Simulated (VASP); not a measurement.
Input of a VASP 6.6.1 run:

Contents of INCAR:

```
  PREC = Accurate
  ENCUT = 520
  EDIFF = 1E-6
  ISMEAR = 1
  SIGMA = 0.05
  LREAL = F
  LASPH = T
  NELM = 100
  ALGO = Normal
  ISIF = 2
  LWAVE = F
  LCHARG = T
  LELF = T
  LVHAR = T
  NBANDS = 24
```

File KPOINTS:

```
Automatic mesh
0
Gamma
  7 7 7
```

The input POSCAR:

```
Au
1.0
    0.0000000000      2.0350000000      2.0350000000
    2.0350000000      0.0000000000      2.0350000000
    7.1225000000      6.1050000000      1.0175000000
Au
3
Direct
    0.0000000000      0.0000000000      0.0000000000
    0.0000000000     -0.1666666667      0.3333333333
    0.0000000000     -0.3333333333      0.6666666667
```

Potentials or basis: VASP PAW LDA potentials, release 64 (Au).

Launch:

```console
$ cat potpaw_LDA.64/Au/POTCAR > POTCAR
$ mpirun -np 1 vasp_std > vasp.out
```

Task: Predict the pressure.

Result: 1.5 GPa.

Task: Estimate the band gap on the k mesh.

Result: Zero (an odd number of electrons rules out a gap without spin polarisation).

Forces in eV/Å, atoms in the order of the input:
```
Au   0.672  1.571 -0.672
Au   0.000  0.000  0.000
Au  -0.672 -1.571  0.672
```

Caveat: the k points lie up to 0.37 Å⁻¹ apart, too coarse for converged energies and pressures of a metal; spin-orbit coupling is left out, which moves the levels of the heavy elements; forces of over 1 eV/Å act on the atoms, so gaps and moduli don't describe the material at rest.
